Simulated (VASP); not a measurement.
Crystal: SiC (Moissanite 3C).

```xyz
2
Lattice="0.0000 2.1496 2.1496 2.1496 0.0000 2.1496 2.1496 2.1496 0.0000" Properties=species:S:1:pos:R:3 pbc="T T T"
Si    0.0000    0.0000    0.0000
C     3.2243    3.2243    3.2243
```

Base run:

```yaml
Program: VASP 6.6.1
Functional: PBEsol
Potentials_or_basis: VASP PAW PBE potentials, release 64 (Si, C)
Cutoff: 520 eV
k_mesh: 10 × 10 × 10
Occupations: fermi-dirac, width 0.05 eV
Spin: no spin polarisation
```

Its results: band gap on the k mesh 1.20 eV, indirect (least direct gap 4.48 eV); pressure 10.0 GPa.

Question: The run is repeated on the same cell with these changes: functional from PBEsol to r2SCAN; cutoff from 520 eV to 660 eV; dispersion from none to rVV10. What comes out?

Answer: Band gap on the k mesh 1.67 eV, indirect (least direct gap 5.08 eV); pressure 8.7 GPa.

Several settings changed at once, so the effect can't be laid on one alone.

Caveats: the PAW data sets were made with another functional, which shifts forces and pressure a little.

A k mesh can miss the band edges.
